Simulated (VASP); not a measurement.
Wanted: the native input for a VASP 6.6.1 run.

* Task: single point
* Functional: HSE06
* Potentials or basis: VASP PAW PBE potentials, release 64 (Al, N)
* Cutoff: 520 eV
* k mesh: 8 × 8 × 8
* Occupations: gaussian, width 0.01 eV
* Spin: no spin polarisation
* Dipole correction: no
* Grid for exact exchange (PRECFOCK): Normal
* Further INCAR settings: ALGO = Normal; EDIFF = 1e-06; NBANDS = 11
* Share of exact exchange: 0.25
* Screening parameter: 0.2079 1/Å

The system is AlN.

```
Al N
1.0
     0.00000    2.18488    2.18488
     2.18488    0.00000    2.18488
     2.18488    2.18488    0.00000
Al N
1 1
Direct
  0.00000 0.00000 0.00000
  0.25000 0.25000 0.25000
```

One way to write it, as run:

POSCAR

```
AlN
1.0
    0.0000000000      2.1848764127      2.1848764127
    2.1848764127      0.0000000000      2.1848764127
    2.1848764127      2.1848764127      0.0000000000
Al N
1 1
Direct
    0.0000000000      0.0000000000      0.0000000000
    0.2500000000      0.2500000000      0.2500000000
```

INCAR.step1

```
ALGO = Normal
EDIFF = 1E-5
ENCUT = 520
GGA = PE
ISIF = 2
ISMEAR = 0
LASPH = True
LCHARG = False
LREAL = False
LWAVE = True
NBANDS = 11
NELM = 80
PREC = Accurate
SIGMA = 0.01
```

INCAR.step2

```
ALGO = Normal
EDIFF = 1E-6
ENCUT = 520
GGA = PE
HFSCREEN = 0.2079
ISIF = 2
ISMEAR = 0
ISTART = 1
LASPH = True
LCHARG = False
LHFCALC = True
LREAL = False
LWAVE = False
NBANDS = 11
NELM = 80
PREC = Accurate
PRECFOCK = Normal
SIGMA = 0.01
```

KPOINTS

```
k-points
0
Gamma
  8 8 8
```

Potentials or basis: VASP PAW PBE potentials, release 64 (Al, N).

Launch:

```console
$ cat potpaw_PBE.64/Al/POTCAR potpaw_PBE.64/N/POTCAR > POTCAR
$ cp INCAR.step1 INCAR
$ mpirun -np 1 vasp_std > vasp.out
$ cp INCAR.step2 INCAR
$ mpirun -np 1 vasp_std > vasp.out
```

It gave:

```
Pressure               : -0.8 GPa
Band gap on the k mesh : 4.55 eV (least direct gap 5.54 eV)
```

Caveat: the PAW data sets were made with another functional, which shifts forces and pressure a little.

Wall time 46 min on 1 thread of Intel Xeon 8259CL, with other jobs on the host, peak memory 0.26 GiB.
